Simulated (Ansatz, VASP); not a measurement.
**LiOs in VASP and in Ansatz**

Contents of INCAR:

```
  ALGO = Normal
  EDIFF = 1E-7
  EDIFFG = -0.04
  ENCUT = 750
  GGA = PE
  GGA_COMPAT = False
  IBRION = 2
  ISIF = 3
  ISMEAR = 0
  LASPH = True
  LCHARG = False
  LREAL = False
  LWAVE = False
  NELM = 120
  NELMIN = 4
  NSW = 90
  PREC = Accurate
  SIGMA = 0.1
```

File KPOINTS:

```
k-points
0
Gamma
  9 9 9
```

Contents of POSCAR:

```
LiOs
1.0
    1.3152819741      0.7593784018      4.6041681774
   -1.3152819741      0.7593784018      4.6041681774
    0.0000000000     -1.5187568036      4.6041681774
Li Os
1 1
Direct
    0.0000000000      0.0000000000      0.0000000000
    0.5000000000      0.5000000000      0.5000000000
```

Input for Ansatz:

```yaml
crystal:
  lattice:
    - [1.3152819741, 0.7593784018, 4.6041681774]
    - [-1.3152819741, 0.7593784018, 4.6041681774]
    - [0.0, -1.5187568036, 4.6041681774]
  atoms:
    - { symbol: Li, position: [0.0, 0.0, 0.0] }
    - { symbol: Os, position: [0.5, 0.5, 0.5] }
basis:
  ecutwfc: 420
kpoints:
  mp_grid: { grid: [9, 9, 9] }
hamiltonian:
  xc: pbe
scf:
  occupations: { method: gaussian, width: 0.1 }
  lower_state_search: "off"
output:
  forces: true
  stress: true
  eigenvalues: true
relax:
  adjacent_minimum: "off"
  f_tol: 0.04
  max_steps: 70
  cell: { stress_tol: 0.4 }
```

Alike in both runs: task relaxation of cell and atoms; functional PBE; k mesh 9 × 9 × 9; occupations gaussian, width 0.1 eV; no spin polarisation.

|  | VASP | Ansatz |
| --- | --- | --- |
| version | VASP 6.6.1 | Ansatz 0.2.0 |
| potentials or method | VASP PAW PBE potentials, release 64 (Li_sv, Os), cutoff 750 eV | scalar-relativistic, plane waves, PAW |
| valence electrons in the cell | 11 | 19 |

```tsv
	VASP	Ansatz	Ansatz less VASP
gap on the k mesh at the Fermi level, each at its own relaxed structure (eV)	none	none	-
relaxed volume (Å³/atom)	13.80	13.81	+0.018
relaxed cell length with the largest relative difference (Å)	4.848	4.847	-0.0014
```

A gap of «none» marks a metal or a gap that the smearing closes. VASP's potentials hold 11 valence electrons a cell and Ansatz's 19, so a difference there can come from the potentials and not from the codes.

Spin-orbit coupling is off throughout. Noted on VASP's run: the relaxation stopped at its first step, so nothing moved.
